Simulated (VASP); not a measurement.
Input of a VASP 6.6.1 run:

POSCAR

```
AlN
1.0
    3.1830969030      0.0000000000      0.0000000000
   -1.5915484515      2.7566427807      0.0000000000
    0.0000000000      0.0000000000      4.9066377090
Al N
2 2
Direct
    0.3333333333      0.6666666667      0.4958239769
    0.6666666667      0.3333333333      0.9958239769
    0.3333333333      0.6666666667      0.8841760231
    0.6666666667      0.3333333333      0.3841760231
```

File INCAR.step1:

```
SYSTEM = AlN
PREC = Accurate ; ENCUT = 520
ISMEAR = 0 ; SIGMA = 0.02
LREAL = .False. ; LASPH = .True.
NELM = 100 ; NBANDS = 16
GGA = PE ; ALGO = Normal
EDIFF = 1E-4 ; LWAVE = .True.
LCHARG = .False.
```

File INCAR.step2:

```
SYSTEM = AlN
PREC = Accurate ; ENCUT = 520
EDIFF = 1E-6 ; ISMEAR = 0
SIGMA = 0.02 ; LREAL = .False.
LASPH = .True. ; NELM = 100
ALGO = Normal ; ISIF = 2
LWAVE = .False. ; LCHARG = .False.
METAGGA = R2SCAN ; LMIXTAU = .True.
NBANDS = 16 ; ISTART = 1
```

The input KPOINTS:

```
Automatic mesh
0
Gamma
  9 9 6
  0 0 0
```

Potentials or basis: VASP PAW PBE potentials, release 64 (Al, N).

Launch:

```bash
$ cat potpaw_PBE.64/Al/POTCAR potpaw_PBE.64/N/POTCAR > POTCAR
$ cp INCAR.step1 INCAR
$ mpirun -np 1 vasp_std > vasp.out
$ cp INCAR.step2 INCAR
$ mpirun -np 1 vasp_std > vasp.out
```

(1) Estimate the band gap on the k mesh.

(2) Predict the pressure.

## Answers

(1) 4.40 eV, direct.

(2) -7.6 GPa.

Caveat: the PAW data sets were made with another functional, which shifts forces and pressure a little.
